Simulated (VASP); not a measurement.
# SiC (P6_3mc) in VASP: further runs

Runs on SiC. Level: PBE. Tasks: single point.

All numbers are computed with VASP 6.6.1; they aren't measurements. Logs are shortened: lines on timing, memory, paths and dates and some standing lists are left out, and cuts for length are marked.

### 1 The cell of the first run

Symmetry: P6_3mc, No. 186, hexagonal system. Conventional cell: a = 2.952 Å, b = 2.952 Å, c = 5.086 Å, α = 90.00°, β = 90.00°, γ = 120.00°. Si (site symmetry 3m) has 4 C at 1.83 to 1.88 Å within 2.4 Å. C (site symmetry 3m) has 4 Si at 1.83 to 1.88 Å within 2.4 Å.

### 2 Single point, PBE (epitaxial xy strain -4.0%)

File INCAR:

```
SYSTEM = SiC
ALGO = Normal ; EDIFF = 1E-6
ENCUT = 520 ; GGA = PE
ISIF = 2 ; ISMEAR = 0
LASPH = .TRUE. ; LCHARG = .FALSE.
LREAL = .FALSE. ; LWAVE = .FALSE.
NBANDS = 16 ; NELM = 80
PREC = Accurate ; SIGMA = 0.01
```

File KPOINTS:

```
k-points
0
G
  6 6 4
  0 0 0
```

File POSCAR:

```
SiC
1.0
    2.9523419896      0.0000000000      0.0000000000
   -1.4761709948      2.5568031637      0.0000000000
    0.0000000000      0.0000000000      5.0864421037
Si C
2 2
Direct
    0.3333333333      0.6666666667      0.0024403337
    0.6666666667      0.3333333333      0.5024403337
    0.3333333333      0.6666666667      0.3725596663
    0.6666666667      0.3333333333      0.8725596663
```

Potentials or basis: VASP PAW PBE potentials, release 64 (Si, C).

Run with:

```bash
$ cat potpaw_PBE.64/Si/POTCAR potpaw_PBE.64/C/POTCAR > POTCAR
$ mpirun -np 1 vasp_std > vasp.out
```

OUTCAR:

```text
SYSTEM = SiC
   EDIFF = 1E-6
   ENCUT = 520
   GGA = PE
   ISIF = 2
   ISMEAR = 0
   LASPH = .TRUE.
   LREAL = .FALSE.
   NELM = 80
   PREC = Accurate

 ion  position               nearest neighbor table
   1  0.333  0.667  0.002-   4 1.83   4 1.83   4 1.83   3 1.88   2 3.06   2 3.06   2 3.06   2 3.06
                             2 3.06   2 3.06
   2  0.667  0.333  0.502-   3 1.83   3 1.83   3 1.83   4 1.88   1 3.06   1 3.06   1 3.06   1 3.06
                             1 3.06   1 3.06
   3  0.333  0.667  0.373-   2 1.83   2 1.83   2 1.83   1 1.88
   4  0.667  0.333  0.873-   1 1.83   1 1.83   1 1.83   2 1.88

  LATTYP: Found a hexagonal cell.
 ALAT       =     2.9523419896
 C/A-ratio  =     1.7228499007

  Lattice vectors:

 A1 = (   2.9523419896,   0.0000000000,   0.0000000000)
 A2 = (  -1.4761709948,   2.5568031637,   0.0000000000)
 A3 = (   0.0000000000,   0.0000000000,   5.0864421037)

Analysis of symmetry for initial positions (statically):
=====================================================================
 Subroutine PRICEL returns:
 Original cell was already a primitive cell.

 Routine SETGRP: Setting up the symmetry group for a
 hexagonal supercell.

 Subroutine GETGRP returns: Found 12 space group operations
 (whereof  6 operations were pure point group operations)
 out of a pool of 24 trial point group operations.

The static configuration has the point symmetry C_3v.
 The point group associated with its full space group is C_6v.

Analysis of symmetry for dynamics (positions and initial velocities):
=====================================================================
 Subroutine PRICEL returns:
 Original cell was already a primitive cell.

 Routine SETGRP: Setting up the symmetry group for a
 hexagonal supercell.

 Subroutine GETGRP returns: Found 12 space group operations
 (whereof  6 operations were pure point group operations)
 out of a pool of 24 trial point group operations.

The dynamic configuration has the point symmetry C_3v.
 The point group associated with its full space group is C_6v.

 Subroutine INISYM returns: Found 12 space group operations
 (whereof  6 operations are pure point group operations),
 and found     1 'primitive' translations

----------------------------------------------------------------------------------------

                                     Primitive cell

  volume of cell :      38.3953

  direct lattice vectors                    reciprocal lattice vectors
     2.952341990  0.000000000  0.000000000     0.338714147  0.195556704  0.000000000
    -1.476170995  2.556803164  0.000000000     0.000000000  0.391113408  0.000000000
     0.000000000  0.000000000  5.086442104     0.000000000  0.000000000  0.196601078

  length of vectors
     2.952341990  2.952341990  5.086442104     0.391113408  0.391113408  0.196601078

  position of ions in fractional coordinates (direct lattice)
     0.333333333  0.666666667  0.002440334
     0.666666667  0.333333333  0.502440334
     0.333333333  0.666666667  0.372559666
     0.666666667  0.333333333  0.872559666

  ion indices of the primitive-cell ions
   primitive index   ion index
                 1           1
                 2           2
                 3           3
                 4           4

----------------------------------------------------------------------------------------

 KPOINTS: k-points

Automatic generation of k-mesh.
 Grid dimensions read from file:
 generate k-points for:    6    6    4

 Generating k-lattice:

  Cartesian coordinates                     Fractional coordinates (reciprocal lattice)
     0.056452358  0.032592784  0.000000000     0.166666667  0.000000000  0.000000000
     0.000000000  0.065185568  0.000000000     0.000000000  0.166666667  0.000000000
     0.000000000  0.000000000  0.049150269     0.000000000  0.000000000  0.250000000

  Length of vectors
     0.065185568  0.065185568  0.049150269

  Shift w.r.t. Gamma in fractional coordinates (k-lattice)
     0.000000000  0.000000000  0.000000000

 Subroutine IBZKPT returns following result:
 ===========================================

 Found     21 irreducible k-points:

 Following reciprocal coordinates:
            Coordinates               Weight
  0.000000  0.000000  0.000000      1.000000
  0.166667 -0.000000  0.000000      6.000000
  0.333333 -0.000000  0.000000      6.000000
  0.500000 -0.000000  0.000000      3.000000
  0.166667  0.166667  0.000000      6.000000
  0.333333  0.166667  0.000000     12.000000
[... 13 lines left out ...]
  0.333333  0.166667  0.500000     12.000000
  0.333333  0.333333  0.500000      2.000000
   k-points           NKPTS =     21   k-points in BZ     NKDIM =     21   number of bands    NBANDS=     16
   number of dos      NEDOS =    301   number of ions     NIONS =      4
   total plane-waves  NPLWV =  23040
   dimension x,y,z NGX =    24 NGY =   24 NGZ =   40
   dimension x,y,z NGXF=    48 NGYF=   48 NGZF=   80
   ions per type =               2   2
   NGX,Y,Z   is equivalent  to a cutoff of  13.51, 13.51, 13.07 a.u.
   NGXF,Y,Z  is equivalent  to a cutoff of  27.03, 27.03, 26.15 a.u.
 SYSTEM =  SiC
   PREC   = accura    normal or accurate (medium, high low for compatibility)
   ISTART =      0    job   : 0-new  1-cont  2-samecut
   ICHARG =      2    charge: 1-file 2-atom 10-const
   ISPIN  =      1    spin polarized calculation?
   LNONCOLLINEAR =      F non collinear calculations
   LSORBIT =      F    spin-orbit coupling
   LASPH  =      T    aspherical Exc in radial PAW
   ENCUT  =  520.0 eV  38.22 Ry    6.18 a.u.   5.49  5.49  9.46*2*pi/ulx,y,z
   NELM   =     80;   NELMIN=  2; NELMDL= -5     # of ELM steps
   EDIFF  = 0.1E-05   stopping-criterion for ELM
   LREAL  =      F    real-space projection
   EDIFFG = 0.1E-04   stopping-criterion for IOM
   NSW    =      0    number of steps for IOM
   IBRION =     -1    ionic relax: 0-MD 1-quasi-New 2-CG
   NFREE  =      0    steps in history (QN), initial steepest desc. (CG)
   ISIF   =      2    stress and relaxation
   ISYM   =      2    0-nonsym 1-usesym 2-fastsym
   POTIM  = 0.5000    time-step for ionic-motion
   TEBEG  =    0.0;   TEEND  =   0.0 temperature during run
   PSTRESS=    0.0 pullay stress
   NELECT =      16.0000    total number of electrons
   NUPDOWN=      -1.0000    fix difference up-down
   EMIN   =  10.00;   EMAX   =-10.00  energy-range for DOS
   EFERMI =   0.00;   METHOD = LEGACY
   ISMEAR =     0;   SIGMA  =   0.01  broadening in eV -4-tet -1-fermi 0-gaus
   EFERMI_NEDOS =   21; number of points for ismear=-14 and -15
   IALGO  =     38    algorithm
   IMIX   =      4    mixing-type and parameters
     AMIX     =   0.40;   BMIX     =  1.00
     AMIX_MAG =   1.60;   BMIX_MAG =  1.00
  volume/ion in A,a.u.               =       9.60        64.78
  Fermi-wavevector in a.u.,A,eV,Ry     =   1.222800  2.310757 20.343977  1.495240
  Thomas-Fermi vector in A             =   2.357934
   LORBIT       =      0    0 simple, 1 ext, 2 COOP (PROOUT), +10 PAW based schemes
   GGA     = PE    functional components
   LHFCALC =     F    Hartree Fock is set to
   AEXX    =    0.0000 exact exchange contribution
   IVDW    =     0    specifies the selected vdW correction
   LEPSILON=     F    determine dielectric tensor
   LRPA    =     F    only Hartree local field effects (RPA)
 non-spin polarized calculation
 Gauss-broadening in eV      SIGMA  =   0.01
  energy-cutoff  :      520.00
  volume of cell :       38.40
 maximum number of plane-waves:      1062
 NGX is ok and might be reduce to    24
   NGX = 11   NGY = 11   NGZ = 19

 number of electron      16.0000001 magnetization

 Free energy of the ion-electron system (eV)
  ---------------------------------------------------
  ext. energy  EPLUGINS =         0.00000000
  ---------------------------------------------------
  free energy    TOTEN  =       -29.74859685 eV

  energy without entropy =      -29.74859685  energy(sigma->0) =      -29.74859685

 E-fermi :   9.3597     XC(G=0): -11.6837

 val. band max:        9.3089230333   @ k =   0.0000   0.0000   0.0000
 cond. band min:      11.0027761848   @ k =   0.3333   0.3333   0.0000
 fundamental gap:      1.6938531515
 Fermi energy:         9.3596954505

 k-point     1 :       0.0000    0.0000    0.0000
  band No.  band energies     occupation
      1      -7.0457      2.00000
      2      -3.5581      2.00000
      3      -0.1858      2.00000
      4       8.1730      2.00000
      5       8.1730      2.00000
      6       8.6042      2.00000
[... 8 lines left out ...]
     15      18.8278      0.00000
     16      20.8012      0.00000

 k-point     2 :       0.1667   -0.0000    0.0000
  band No.  band energies     occupation
      1      -6.5177      2.00000
      2      -3.1004      2.00000
      3       0.3117      2.00000
      4       5.8582      2.00000
      5       7.4161      2.00000
      6       7.6435      2.00000
[... 8 lines left out ...]
     15      19.4190      0.00000
     16      19.7273      0.00000

 k-point     3 :       0.3333   -0.0000    0.0000
  band No.  band energies     occupation
      1      -5.0003      2.00000
      2      -1.9427      2.00000
      3       1.4655      2.00000
      4       2.5927      2.00000
      5       4.5969      2.00000
      6       6.3880      2.00000
[... 8 lines left out ...]
     15      20.7360      0.00000
     16      22.0959      0.00000

 k-point     4 :       0.5000   -0.0000    0.0000
  band No.  band energies     occupation
      1      -3.3073      2.00000
      2      -1.9036      2.00000
      3       1.0322      2.00000
      4       2.4332      2.00000
      5       3.4227      2.00000
      6       5.5621      2.00000
[... 8 lines left out ...]
     15      19.4212      0.00000
     16      22.2777      0.00000
[... 267 lines left out ...]
 k-point    19 :       0.1667    0.1667    0.5000
  band No.  band energies     occupation
      1      -4.3667      2.00000
      2      -4.3667      2.00000
      3       3.7744      2.00000
      4       3.7744      2.00000
      5       5.7984      2.00000
      6       5.7984      2.00000
[... 8 lines left out ...]
     15      19.9441      0.00000
     16      19.9441      0.00000

 k-point    20 :       0.3333    0.1667    0.5000
  band No.  band energies     occupation
      1      -2.6844      2.00000
      2      -2.6844      2.00000
      3       1.4821      2.00000
      4       1.4821      2.00000
      5       4.9207      2.00000
      6       4.9207      2.00000
[... 8 lines left out ...]
     15      21.9773      0.00000
     16      21.9773      0.00000

 k-point    21 :       0.3333    0.3333    0.5000
  band No.  band energies     occupation
      1      -1.7754      2.00000
      2      -1.7754      2.00000
      3       1.2933      2.00000
      4       1.2933      2.00000
      5       3.1062      2.00000
      6       3.1062      2.00000
[... 8 lines left out ...]
     15      21.4924      0.00000
     16      21.4924      0.00000

------------------------ aborting loop because EDIFF is reached ----------------------------------------

  FORCE on cell =-STRESS in cart. coord.  units (eV):
  Direction    XX          YY          ZZ          XY          YZ          ZX
  --------------------------------------------------------------------------------------
  -------------------------------------------------------------------------------------
  Total        7.8350598      7.8350598      0.9662768     -0.0000000      0.0000000      0.0000000
  in kB      326.9451007    326.9451008     40.3212595     -0.0000000      0.0000000      0.0000000
  external PRESSURE =     231.4038203 kB  Pullay stress =       0.0000000 kB

 VOLUME and BASIS-vectors are now :
 -----------------------------------------------------------------------------
  energy-cutoff  :      520.00
  volume of cell :       38.40
      direct lattice vectors                 reciprocal lattice vectors
     2.952341990  0.000000000  0.000000000     0.338714147  0.195556704  0.000000000
    -1.476170995  2.556803164  0.000000000     0.000000000  0.391113408  0.000000000
     0.000000000  0.000000000  5.086442104     0.000000000  0.000000000  0.196601078

 POSITION                                       TOTAL-FORCE (eV/Angst)
 -----------------------------------------------------------------------------------
     -0.00000      1.70454      0.01241        -0.000000     -0.000000      0.054576
      1.47617      0.85227      2.55563         0.000000      0.000000      0.054576
     -0.00000      1.70454      1.89500        -0.000000      0.000000     -0.054576
      1.47617      0.85227      4.43822         0.000000     -0.000000     -0.054576
 -----------------------------------------------------------------------------------
    total drift:                               -0.000000      0.000000      0.000821

  FREE ENERGIE OF THE ION-ELECTRON SYSTEM (eV)
  ---------------------------------------------------
  free  energy   TOTEN  =       -29.7485968475 eV

  energy  without entropy=      -29.7485968475  energy(sigma->0) =      -29.74859685
```

It took 13 s on 1 thread of Intel Xeon 8259CL, shared host; peak memory 0.15 GiB.

Results:

| Quantity | Value |
| --- | --- |
| Free energy | -29.7486 eV |
| Pressure | 23.1 GPa |
| Largest force | 0.055 eV/Å |
| Band gap on the k mesh | 1.69 eV, indirect (least direct gap 4.47 eV) |

Forces on the atoms (eV/Å):
```
Si   0.000  0.000  0.055
Si   0.000  0.000  0.055
C    0.000  0.000 -0.055
C    0.000  0.000 -0.055
```

Caveat: the cell differs from its parent crystal (epitaxial xy strain -4.0%). A k mesh can miss the band edges.

### 3 Single point, PBE (epitaxial xy strain -3.0%)

File INCAR:

```
PREC = Accurate
ENCUT = 520
EDIFF = 1E-6
ISMEAR = 0
SIGMA = 0.01
LREAL = False
LASPH = True
NELM = 60
ALGO = Normal
ISIF = 2
LWAVE = False
LCHARG = False
GGA = PE
NBANDS = 16
```

File KPOINTS:

```
regular mesh
0
Gamma
  6 6 4
```

File POSCAR:

```
SiC
1.0
    2.9830955520      0.0000000000      0.0000000000
   -1.4915477760      2.5834365300      0.0000000000
    0.0000000000      0.0000000000      5.0762051791
Si C
2 2
Direct
    0.3333333333      0.6666666667      0.0016304307
    0.6666666667      0.3333333333      0.5016304307
    0.3333333333      0.6666666667      0.3733695693
    0.6666666667      0.3333333333      0.8733695693
```

Potentials or basis: VASP PAW PBE potentials, release 64 (Si, C).

Run with:

```bash
$ cat potpaw_PBE.64/Si/POTCAR potpaw_PBE.64/C/POTCAR > POTCAR
$ mpirun -np 1 vasp_std > vasp.out
```

Run time: 14 s. Hardware: 1 thread of Intel Xeon 8259CL, shared host; peak memory 0.15 GiB.

The run converged. Its results:

| Property | Result |
| --- | --- |
| Free energy | -29.8894 eV |
| Pressure | 17.6 GPa |
| Largest force | 0.039 eV/Å |
| Band gap on the k mesh | 1.86 eV, indirect (least direct gap 4.35 eV) |

Forces on the atoms (eV/Å):
```
Si   0.000  0.000  0.039
Si   0.000  0.000  0.039
C    0.000  0.000 -0.039
C    0.000  0.000 -0.039
```

Stress tensor (GPa, compression positive):
```
24.57  0.00  0.00
 0.00 24.57  0.00
 0.00  0.00  3.80
```

Levels at points of the mesh, in eV from the valence-band top:
```
           k point  band 6  band 7  band 8  band 9  band 10  band 11
(0.00, 0.00, 0.00)   -0.53    0.00    0.00    5.76     5.87     7.21
(0.50, 0.00, 0.00)   -3.61   -3.32   -1.31    3.04     3.87     7.25
(0.00, 0.00, 0.50)   -0.63   -0.63   -0.63    6.69     6.69     7.84
(0.50, 0.00, 0.50)   -2.72   -2.48   -2.48    3.12     3.12     5.32
```

Caveat: the cell differs from its parent crystal (epitaxial xy strain -3.0%). A k mesh can miss the band edges.
